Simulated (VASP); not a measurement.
# TiO2 (P2_1/c) in VASP: further runs

TiO2 is run at these levels: PBEsol; tasks: single point.

Everything below comes from runs of VASP 6.6.1. Logs are shortened: lines on timing, memory, paths and dates and some standing lists are left out, and cuts for length are marked.

### Step 1. The cell of the first run

Symmetry: P2_1/c, No. 14, monoclinic system. The conventional cell has a = 2.939 Å, b = 4.591 Å, c = 5.390 Å, α = 90.00°, β = 121.61°, γ = 90.00°. Within 2.6 Å of Ti (site symmetry -1) lie 6 O at 1.93 to 1.98 Å. O (site symmetry 1) has 3 Ti at 1.93 to 1.98 Å and 1 O at 2.54 Å within 2.6 Å.

### Step 2. Single point, PBEsol (strain +0.0250 x Voigt [0, 0, 0, 1, 0, 0])

INCAR reads:

```
ALGO     = Normal         # electronic algorithm
EDIFF    = 1E-7           # SCF threshold, eV
ENCUT    = 520            # plane-wave cutoff, eV
GGA      = PS             # functional
ISIF     = 2              # what is computed and relaxed
ISMEAR   = 0              # smearing method
LASPH    = True           # aspherical terms in the spheres
LCHARG   = True           # write CHGCAR
LELF     = True           # ELF
LREAL    = False          # projectors in reciprocal space
LVHAR    = True         
LWAVE    = False          # write WAVECAR
NBANDS   = 33             # bands
NELM     = 60             # most SCF steps
PREC     = Accurate       # precision mode
SIGMA    = 0.05           # smearing width, eV
```

KPOINTS reads:

```
k-points
0
Gamma
  6 6 10
```

POSCAR reads:

```
TiO2
1.0
    4.5912476203      0.0000000000      0.0000000000
    0.0000000000      4.5912476203      0.0573905953
    0.0000000000      0.0367374252      2.9389940195
Ti O
2 4
Direct
    0.0000000000      0.0000000000      0.0000000000
    0.5000000000      0.5000000000      0.5000000000
    0.3044387440      0.3044387440      0.0000000000
    0.1955612560      0.8044387440      0.5000000000
    0.6955612560      0.6955612560      0.0000000000
    0.8044387440      0.1955612560      0.5000000000
```

Potentials or basis: VASP PAW PBE potentials, release 64 (Ti_sv, O).

Command:

```sh
$ cat potpaw_PBE.64/Ti_sv/POTCAR potpaw_PBE.64/O/POTCAR > POTCAR
$ mpirun -np 1 vasp_std > vasp.out
```

OUTCAR:

```text
EDIFF = 1E-7
   ENCUT = 520
   GGA = PS
   ISIF = 2
   ISMEAR = 0
   LASPH = True
   LREAL = False
   NELM = 60
   PREC = Accurate

 ion  position               nearest neighbor table
   1  0.000  0.000  0.000-   4 1.93   6 1.93   4 1.96   6 1.96   5 1.98   3 1.98
   2  0.500  0.500  0.500-   3 1.93   5 1.93   3 1.96   5 1.96   4 1.98   6 1.98
   3  0.304  0.304  0.000-   2 1.93   2 1.96   1 1.98
   4  0.196  0.804  0.500-   1 1.93   1 1.96   2 1.98
   5  0.696  0.696  0.000-   2 1.93   2 1.96   1 1.98
   6  0.804  0.196  0.500-   1 1.93   1 1.96   2 1.98

  LATTYP: Found a simple monoclinic cell.
 ALAT       =     2.9392236194
 B/A-ratio  =     1.5620613518
 C/A-ratio  =     1.5621833831
 COS(beta)  =    -0.0249960944

  Lattice vectors:

 A1 = (   0.0000000000,   0.0367374252,   2.9389940195)
 A2 = (  -4.5912476203,   0.0000000000,   0.0000000000)
 A3 = (   0.0000000000,  -4.5912476203,  -0.0573905953)

Analysis of symmetry for initial positions (statically):
=====================================================================
 Subroutine PRICEL returns:
 Original cell was already a primitive cell.

 Routine SETGRP: Setting up the symmetry group for a
 simple monoclinic supercell.

 Subroutine GETGRP returns: Found  4 space group operations
 (whereof  2 operations were pure point group operations)
 out of a pool of  4 trial point group operations.

The static configuration has the point symmetry S_2 .
 The point group associated with its full space group is C_2h.

Analysis of symmetry for dynamics (positions and initial velocities):
=====================================================================
 Subroutine PRICEL returns:
 Original cell was already a primitive cell.

 Routine SETGRP: Setting up the symmetry group for a
 simple monoclinic supercell.

 Subroutine GETGRP returns: Found  4 space group operations
 (whereof  2 operations were pure point group operations)
 out of a pool of  4 trial point group operations.

The dynamic configuration has the point symmetry S_2 .
 The point group associated with its full space group is C_2h.

 Subroutine INISYM returns: Found  4 space group operations
 (whereof  2 operations are pure point group operations),
 and found     1 'primitive' translations

----------------------------------------------------------------------------------------

                                     Primitive cell

  volume of cell :      61.9430

  direct lattice vectors                    reciprocal lattice vectors
     4.591247620  0.000000000  0.000000000     0.217805721  0.000000000  0.000000000
     0.000000000  4.591247620  0.057390595     0.000000000  0.217839759 -0.002722997
     0.000000000  0.036737425  2.938994019     0.000000000 -0.004253821  0.340305651

  length of vectors
     4.591247620  4.591606298  2.939223619     0.217805721  0.217856777  0.340332237

  position of ions in fractional coordinates (direct lattice)
     0.000000000  0.000000000  0.000000000
     0.500000000  0.500000000  0.500000000
     0.304438744  0.304438744  1.000000000
     0.195561256  0.804438744  0.500000000
     0.695561256  0.695561256  1.000000000
     0.804438744  0.195561256  0.500000000

  ion indices of the primitive-cell ions
   primitive index   ion index
                 1           1
                 2           2
                 3           3
                 4           4
                 5           5
                 6           6

----------------------------------------------------------------------------------------

 KPOINTS: k-points

Automatic generation of k-mesh.
 Grid dimensions read from file:
 generate k-points for:    6    6   10

 Generating k-lattice:

  Cartesian coordinates                     Fractional coordinates (reciprocal lattice)
     0.036300954  0.000000000  0.000000000     0.166666667  0.000000000  0.000000000
     0.000000000  0.036306626 -0.000453833     0.000000000  0.166666667 -0.000000000
     0.000000000 -0.000425382  0.034030565     0.000000000 -0.000000000  0.100000000

  Length of vectors
     0.036300954  0.036309463  0.034033224

  Shift w.r.t. Gamma in fractional coordinates (k-lattice)
     0.000000000  0.000000000  0.000000000

 Subroutine IBZKPT returns following result:
 ===========================================

 Found    128 irreducible k-points:

 Following reciprocal coordinates:
            Coordinates               Weight
  0.000000  0.000000  0.000000      1.000000
  0.166667  0.000000  0.000000      2.000000
  0.333333  0.000000  0.000000      2.000000
  0.500000  0.000000  0.000000      1.000000
  0.000000  0.166667  0.000000      2.000000
  0.166667  0.166667  0.000000      4.000000
[... 16 lines left out ...]
  0.333333  0.166667  0.100000      4.000000
  0.500000  0.166667  0.100000      2.000000
 [... further k-points ...]
   k-points           NKPTS =    128   k-points in BZ     NKDIM =    128   number of bands    NBANDS=     33
   number of dos      NEDOS =    301   number of ions     NIONS =      6
   total plane-waves  NPLWV =  31104
   dimension x,y,z NGX =    36 NGY =   36 NGZ =   24
   dimension x,y,z NGXF=    72 NGYF=   72 NGZF=   48
   ions per type =               2   4
   NGX,Y,Z   is equivalent  to a cutoff of  13.04, 13.03, 13.57 a.u.
   NGXF,Y,Z  is equivalent  to a cutoff of  26.07, 26.07, 27.15 a.u.
 SYSTEM =  unknown system
   PREC   = accura    normal or accurate (medium, high low for compatibility)
   ISTART =      0    job   : 0-new  1-cont  2-samecut
   ICHARG =      2    charge: 1-file 2-atom 10-const
   ISPIN  =      1    spin polarized calculation?
   LNONCOLLINEAR =      F non collinear calculations
   LSORBIT =      F    spin-orbit coupling
   LASPH  =      T    aspherical Exc in radial PAW
   ENCUT  =  520.0 eV  38.22 Ry    6.18 a.u.   8.54  8.54  5.47*2*pi/ulx,y,z
   NELM   =     60;   NELMIN=  2; NELMDL= -5     # of ELM steps
   EDIFF  = 0.1E-06   stopping-criterion for ELM
   LREAL  =      F    real-space projection
   EDIFFG = 0.1E-05   stopping-criterion for IOM
   NSW    =      0    number of steps for IOM
   IBRION =     -1    ionic relax: 0-MD 1-quasi-New 2-CG
   NFREE  =      0    steps in history (QN), initial steepest desc. (CG)
   ISIF   =      2    stress and relaxation
   ISYM   =      2    0-nonsym 1-usesym 2-fastsym
   POTIM  = 0.5000    time-step for ionic-motion
   TEBEG  =    0.0;   TEEND  =   0.0 temperature during run
   PSTRESS=    0.0 pullay stress
   NELECT =      48.0000    total number of electrons
   NUPDOWN=      -1.0000    fix difference up-down
   EMIN   =  10.00;   EMAX   =-10.00  energy-range for DOS
   EFERMI =   0.00;   METHOD = LEGACY
   ISMEAR =     0;   SIGMA  =   0.05  broadening in eV -4-tet -1-fermi 0-gaus
   EFERMI_NEDOS =   21; number of points for ismear=-14 and -15
   IALGO  =     38    algorithm
   IMIX   =      4    mixing-type and parameters
     AMIX     =   0.40;   BMIX     =  1.00
     AMIX_MAG =   1.60;   BMIX_MAG =  1.00
  volume/ion in A,a.u.               =      10.32        69.67
  Fermi-wavevector in a.u.,A,eV,Ry     =   1.503688  2.841559 30.763841  2.261078
  Thomas-Fermi vector in A             =   2.614766
   LORBIT       =      0    0 simple, 1 ext, 2 COOP (PROOUT), +10 PAW based schemes
   GGA     = PS    functional components
   LHFCALC =     F    Hartree Fock is set to
   AEXX    =    0.0000 exact exchange contribution
   IVDW    =     0    specifies the selected vdW correction
   LEPSILON=     F    determine dielectric tensor
   LRPA    =     F    only Hartree local field effects (RPA)
 non-spin polarized calculation
 Gauss-broadening in eV      SIGMA  =   0.05
  energy-cutoff  :      520.00
  volume of cell :       61.94
 maximum number of plane-waves:      1687
 NGX is ok and might be reduce to    36
   NGX = 17   NGY = 17   NGZ = 11

 number of electron      48.0000020 magnetization

 Free energy of the ion-electron system (eV)
  ---------------------------------------------------
  ext. energy  EPLUGINS =         0.00000000
  ---------------------------------------------------
  free energy    TOTEN  =       -56.08044484 eV

  energy without entropy =      -56.08044484  energy(sigma->0) =      -56.08044484

 E-fermi :   5.0125     XC(G=0): -11.7432

 val. band max:        4.8033525325   @ k =   0.0000   0.0000   0.0000
 cond. band min:       6.6456646387   @ k =   0.0000   0.0000   0.0000
 fundamental gap:      1.8423121062
 Fermi energy:         5.0125379649

 k-point     1 :       0.0000    0.0000    0.0000
  band No.  band energies     occupation
      1     -51.8173      2.00000
      2     -51.7989      2.00000
      3     -28.2492      2.00000
      4     -28.2490      2.00000
      5     -28.0737      2.00000
      6     -28.0737      2.00000
[... 25 lines left out ...]
     32      11.5175      0.00000
     33      11.5355      0.00000

 k-point     2 :       0.1667    0.0000    0.0000
  band No.  band energies     occupation
      1     -51.8161      2.00000
      2     -51.8001      2.00000
      3     -28.2396      2.00000
      4     -28.2389      2.00000
      5     -28.0852      2.00000
      6     -28.0843      2.00000
[... 25 lines left out ...]
     32      11.4405      0.00000
     33      11.4415      0.00000

 k-point     3 :       0.3333    0.0000    0.0000
  band No.  band energies     occupation
      1     -51.8127      2.00000
      2     -51.8035      2.00000
      3     -28.2146      2.00000
      4     -28.2123      2.00000
      5     -28.1141      2.00000
      6     -28.1117      2.00000
[... 25 lines left out ...]
     32      11.2534      0.00000
     33      11.2605      0.00000

 k-point     4 :       0.5000    0.0000    0.0000
  band No.  band energies     occupation
      1     -51.8081      2.00000
      2     -51.8081      2.00000
      3     -28.1922      2.00000
      4     -28.1922      2.00000
      5     -28.1352      2.00000
      6     -28.1352      2.00000
[... 25 lines left out ...]
     32      10.9316      0.00000
     33      11.2152      0.00000

 k-point     5 :       0.0000    0.1667    0.0000
  band No.  band energies     occupation
      1     -51.8161      2.00000
      2     -51.8001      2.00000
      3     -28.2398      2.00000
      4     -28.2387      2.00000
      5     -28.0852      2.00000
      6     -28.0842      2.00000
[... 604 lines left out ...]
 k-point    22 :       0.1667    0.1667    0.1000
  band No.  band energies     occupation
      1     -51.8105      2.00000
      2     -51.7971      2.00000
      3     -28.2402      2.00000
      4     -28.2033      2.00000
      5     -28.1140      2.00000
      6     -28.0700      2.00000
[... 25 lines left out ...]
     32      10.9741      0.00000
     33      11.3667      0.00000

 k-point    23 :       0.3333    0.1667    0.1000
  band No.  band energies     occupation
      1     -51.8077      2.00000
      2     -51.7999      2.00000
      3     -28.2317      2.00000
      4     -28.1819      2.00000
      5     -28.1379      2.00000
      6     -28.0837      2.00000
[... 25 lines left out ...]
     32      10.8164      0.00000
     33      11.3122      0.00000

 k-point    24 :       0.5000    0.1667    0.1000
  band No.  band energies     occupation
      1     -51.8038      2.00000
      2     -51.8038      2.00000
      3     -28.2062      2.00000
      4     -28.2062      2.00000
      5     -28.1132      2.00000
      6     -28.1132      2.00000
[... 25 lines left out ...]
     32      10.7062      0.00000
     33      11.2949      0.00000

 [... further k-points ...]
[... 5 lines left out ...]
  --------------------------------------------------------------------------------------
  -------------------------------------------------------------------------------------
  Total        0.2613512      0.2747993      0.4053798      0.0000000     -1.4265698      0.0000000
  in kB        6.7599400      7.1077794     10.4852902      0.0000000    -36.8987239      0.0000000
  external PRESSURE =       8.1176699 kB  Pullay stress =       0.0000000 kB

 VOLUME and BASIS-vectors are now :
 -----------------------------------------------------------------------------
  energy-cutoff  :      520.00
  volume of cell :       61.94
      direct lattice vectors                 reciprocal lattice vectors
     4.591247620  0.000000000  0.000000000     0.217805721  0.000000000  0.000000000
     0.000000000  4.591247620  0.057390595     0.000000000  0.217839759 -0.002722997
     0.000000000  0.036737425  2.938994019     0.000000000 -0.004253821  0.340305651

 POSITION                                       TOTAL-FORCE (eV/Angst)
 -----------------------------------------------------------------------------------
      0.00000      0.00000      0.00000         0.000000     -0.000000      0.000000
      2.29562      2.31399      1.49819         0.000000     -0.000000      0.000000
      1.39775      1.39775      0.01747        -0.025343     -0.025704      0.142395
      0.89787      3.71175      1.51566         0.025343     -0.025704      0.142395
      3.19349      3.19349      0.03992         0.025343      0.025704     -0.142395
      3.69338      0.91624      1.48072        -0.025343      0.025704     -0.142395
 -----------------------------------------------------------------------------------
    total drift:                                0.000000      0.000000      0.000000

  FREE ENERGIE OF THE ION-ELECTRON SYSTEM (eV)
  ---------------------------------------------------
  free  energy   TOTEN  =       -56.0804448384 eV

  energy  without entropy=      -56.0804448384  energy(sigma->0) =      -56.08044484
```

Run time: 7.4 min. Hardware: 1 thread of Intel Xeon 8259CL, shared host; peak memory 0.32 GiB.

What came out:

```yaml
Free_energy: -56.0804 eV
Pressure: 0.8 GPa
Largest_force: 0.147 eV/Å
Band_gap_on_the_k_mesh: 1.84 eV
```

Forces on the atoms (eV/Å):
```
Ti   0.000  0.000  0.000
Ti   0.000  0.000  0.000
O   -0.025 -0.026  0.142
O    0.025 -0.026  0.142
O    0.025  0.026 -0.142
O   -0.025  0.026 -0.142
```

Caveat: the cell differs from its parent crystal (strain +0.0250 x Voigt [0, 0, 0, 1, 0, 0]); the PAW data sets were made with another functional, which shifts forces and pressure a little.

### Step 3. Single point, PBEsol (strain +0.0125 x Voigt [0, 0, 0, 1, 0, 0])

INCAR reads:

```
  ALGO = Normal
  EDIFF = 1E-6
  ENCUT = 520
  GGA = PS
  ISIF = 2
  ISMEAR = 0
  LASPH = True
  LCHARG = False
  LREAL = False
  LWAVE = False
  NBANDS = 33
  NELM = 80
  PREC = Accurate
  SIGMA = 0.05
```

KPOINTS is that of step 2.

Changes to POSCAR since step 2:

```diff
@@ -3,4 +3,4 @@
     4.5912476203      0.0000000000      0.0000000000
-    0.0000000000      4.5912476203      0.0573905953
-    0.0000000000      0.0367374252      2.9389940195
+    0.0000000000      4.5912476203      0.0286952976
+    0.0000000000      0.0183687126      2.9389940195
 Ti O
```

Potentials or basis: VASP PAW PBE potentials, release 64 (Ti_sv, O).

Command:

```sh
$ cat potpaw_PBE.64/Ti_sv/POTCAR potpaw_PBE.64/O/POTCAR > POTCAR
$ mpirun -np 1 vasp_std > vasp.out
```

Wall time 5.4 min (1 thread of Intel Xeon 8259CL, shared host); peak memory 0.32 GiB.

Results (log left out):

```
Free energy            : -56.0939 eV
Pressure               : 0.7 GPa
Largest force          : 0.076 eV/Å
Band gap on the k mesh : 1.84 eV
```

Forces in eV/Å, atoms in the order of the input:
```
Ti   0.000  0.000  0.000
Ti   0.000  0.000  0.000
O   -0.020 -0.020  0.071
O    0.020 -0.020  0.071
O    0.020  0.020 -0.071
O   -0.020  0.020 -0.071
```

Stress tensor (GPa, compression positive):
```
 0.57  0.00  0.00
 0.00  0.58 -1.84
 0.00 -1.84  0.89
```

Levels at points of the mesh, in eV from the valence-band top:
```tsv
k point	band 20	band 21	band 22	band 23	band 24	band 25	band 26	band 27	band 28	band 29
(0.00, 0.00, 0.00)	-1.97	-0.69	-0.46	-0.45	0.00	1.84	2.12	2.42	2.52	2.52
(0.50, 0.00, 0.00)	-3.10	-1.63	-1.63	-0.76	-0.76	2.53	2.53	3.05	3.05	3.61
(0.00, 0.50, 0.00)	-3.10	-1.63	-1.63	-0.76	-0.76	2.53	2.53	3.05	3.05	3.61
(0.50, 0.50, 0.00)	-2.25	-1.29	-1.29	-1.08	-1.08	1.88	1.88	2.54	2.54	3.89
(0.00, 0.00, 0.50)	-2.81	-2.43	-2.43	-1.45	-1.45	2.99	2.99	3.24	3.24	3.70
(0.50, 0.00, 0.50)	-2.40	-2.08	-2.08	-1.06	-1.06	1.88	1.88	3.26	3.26	3.95
(0.00, 0.50, 0.50)	-2.38	-2.12	-2.05	-1.10	-1.01	1.87	1.90	3.25	3.27	3.92
(0.50, 0.50, 0.50)	-2.78	-1.31	-1.31	-0.68	-0.68	2.60	2.60	3.22	3.22	3.28
```

Caveat: the cell differs from its parent crystal (strain +0.0125 x Voigt [0, 0, 0, 1, 0, 0]); the PAW data sets were made with another functional, which shifts forces and pressure a little. A k mesh can miss the band edges.
